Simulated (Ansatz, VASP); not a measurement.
# BAs in VASP and in Ansatz

```
B As
1.0
     0.00000    2.61202    2.03738
     2.61202    0.00000    2.03738
     2.61202    2.61202    0.00000
B As
1 1
Cartesian
  0.0000 0.0000 0.0000
  3.9180 3.9180 3.0561
```

Alike in both runs: task single point; functional PBE; k mesh 12 × 12 × 12; occupations gaussian, width 0.05 eV; no spin polarisation.

|  | VASP | Ansatz |
| --- | --- | --- |
| version | VASP 6.6.1 | Ansatz 0.2.0 |
| potentials or method | VASP PAW PBE potentials, release 64 (B, As), cutoff 520 eV | scalar-relativistic, plane waves, PAW |
| valence electrons in the cell | 8 | 18 |

|  | VASP | Ansatz | Ansatz less VASP |
| --- | --- | --- | --- |
| gap on the k mesh at the Fermi level (eV) | none | none | - |
| pressure (GPa) | -1.0 | -1.5 | -0.51 |
| traceless stress, the component that is largest in VASP (GPa) | 18.73 | 18.89 | +0.167 |

A gap of «none» marks a metal or a gap that the smearing closes. VASP's potentials hold 8 valence electrons a cell and Ansatz's 18, so a difference there can come from the potentials and not from the codes.
